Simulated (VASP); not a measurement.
Set up this calculation in VASP 6.6.1, as the native input.

```yaml
Task: single point
Functional: PBE
Dispersion: D3(BJ)
Potentials_or_basis: VASP PAW PBE potentials, release 64 (Br)
Cutoff: 520 eV
k_mesh: 22 × 22 × 22
Occupations: gaussian, width 0.15 eV
Spin: no spin polarisation
Dipole_correction: no
Further_INCAR_settings: ALGO = Normal; EDIFF = 1e-06; NBANDS = 10
```

The structure of Br lies in POSCAR:

```
Br
1.0
   -1.4216501623      1.4216501623      3.0415500000
    1.4216501623     -1.4216501623      3.0415500000
    1.4216501623      1.4216501623     -3.0415500000
Br
1
Direct
    0.0000000000      0.0000000000      0.0000000000
```

These files were run (other wordings do the same):

INCAR

```
  ALGO = Normal
  EDIFF = 1E-6
  ENCUT = 520
  GGA = PE
  ISIF = 2
  ISMEAR = 0
  IVDW = 12
  LASPH = T
  LCHARG = F
  LREAL = F
  LWAVE = F
  NBANDS = 10
  NELM = 100
  PREC = Accurate
  SIGMA = 0.15
```

KPOINTS

```
k-points
0
Gamma
  22 22 22
```

Potentials or basis: VASP PAW PBE potentials, release 64 (Br).

Launch:

```bash
$ cat potpaw_PBE.64/Br/POTCAR > POTCAR
$ mpirun -np 1 vasp_std > vasp.out
```

Results of the run:

The pressure is 2.2 GPa and the band gap on the k mesh is zero (an odd number of electrons rules out a gap without spin polarisation). The dispersion energy per atom is -0.301 eV.

Caveat: an odd number of electrons without spin polarisation forces a metal; a magnetic or distorted state may lie lower.

Run time: 2.4 min on 1 thread of Intel(R) Xeon(R) Platinum 8259CL CPU @ 2.50GHz (Skylake/Cascade Lake), with other jobs on the host, peak memory 0.32 GiB.
